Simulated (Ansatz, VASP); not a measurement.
**InAs: VASP beside Ansatz**

File INCAR:

```
PREC = Accurate
ENCUT = 520
EDIFF = 1E-7
ISMEAR = -1
SIGMA = 0.05
LREAL = F
LASPH = T
NELM = 80
ALGO = Normal
ISIF = 2
LWAVE = F
LCHARG = T
GGA = CA
LELF = T
LVHAR = T
NBANDS = 16
```

File KPOINTS:

```
Automatic mesh
0
Gamma
  8 8 8
```

The input POSCAR:

```
InAs
1.0
    0.0000000000      2.8384167465      2.8384167465
    2.8384167465      0.0000000000      2.8384167465
    2.8384167465      2.8384167465      0.0000000000
In As
1 1
Direct
    0.5000000000      0.5000000000      0.5000000000
    0.0000000000      0.0000000000      0.0000000000
```

The input input.yaml:

```yaml
crystal:
  lattice:
    - [0.0, 2.8384167465, 2.8384167465]
    - [2.8384167465, 0.0, 2.8384167465]
    - [2.8384167465, 2.8384167465, 0.0]
  atoms:
    - { symbol: In, position: [0.5, 0.5, 0.5] }
    - { symbol: As, position: [0.0, 0.0, 0.0] }
hamiltonian:
  xc: lda
  pseudopotentials: { kind: paw }
kpoints:
  mp_grid: { grid: [8, 8, 8] }
scf:
  occupations: { method: fermi_dirac, width: 0.05 }
output:
  forces: true
  stress: true
  eigenvalues: true
  write_density: true
  write_potential: true
  elf: true
  volumetric_format: npy
```

Alike in both runs: task single point; functional LDA; k mesh 8 × 8 × 8; occupations fermi-dirac, width 0.05 eV; no spin polarisation.

|  | VASP | Ansatz |
| --- | --- | --- |
| version | VASP 6.6.1 | Ansatz 0.2.0 |
| potentials or method | VASP PAW LDA potentials, release 64 (In_d, As) | Ansatz PAW |
| plane-wave cutoff (eV) | 520 | 420 |
| valence electrons in the cell | 18 | 28 |

```tsv
	VASP	Ansatz	Ansatz less VASP
gap on the k mesh at the Fermi level (eV)	none	none	-
pressure (GPa)	-2.6	-2.7	-0.16
```

LDA's correlation is that of Perdew and Zunger in VASP and of Perdew and Wang (1992) in Ansatz. A gap of «none» marks a metal or a gap that the smearing closes. VASP's potentials hold 18 valence electrons a cell and Ansatz's 28, so a difference there can come from the potentials and not from the codes.
